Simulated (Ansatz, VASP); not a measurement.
## H in VASP and in Ansatz

```xyz
4
Lattice="1.6485 -2.7317 0.0000 1.6485 2.7317 0.0000 0.0000 0.0000 6.3138" Properties=species:S:1:pos:R:3 pbc="T T T"
H     1.6485   -0.3749    6.3101
H     1.6485    0.3749    0.0036
H     1.6485    0.3749    3.1532
H     1.6485   -0.3749    3.1605
```

Alike in both runs: functional PBE; k mesh 8 × 8 × 4; occupations gaussian, width 0.02 eV; no spin polarisation.

Ansatz relaxed the structure, and its values are those at the end. VASP's run is a single point on that final structure, the one shown.

```csv
,VASP,Ansatz
version,VASP 6.6.1,Ansatz 0.2.0
potentials or method,"VASP PAW PBE potentials, release 64 (H), cutoff 520 eV","scalar-relativistic, plane waves, PAW"
valence electrons in the cell,4,4
```

|  | VASP | Ansatz | Ansatz less VASP |
| --- | --- | --- | --- |
| gap on the k mesh at the Fermi level (eV) | 8.21 | 8.21 | 0.000 |
| least direct gap on the mesh (eV) | 8.21 | 8.21 | +0.001 |
| pressure (GPa) | 0.1 | 0.2 | +0.18 |
| rms of the force components (eV/Å) | 0.006 | 0.001 | -0.0050 |

Ansatz's warnings: stress scf threshold loose.
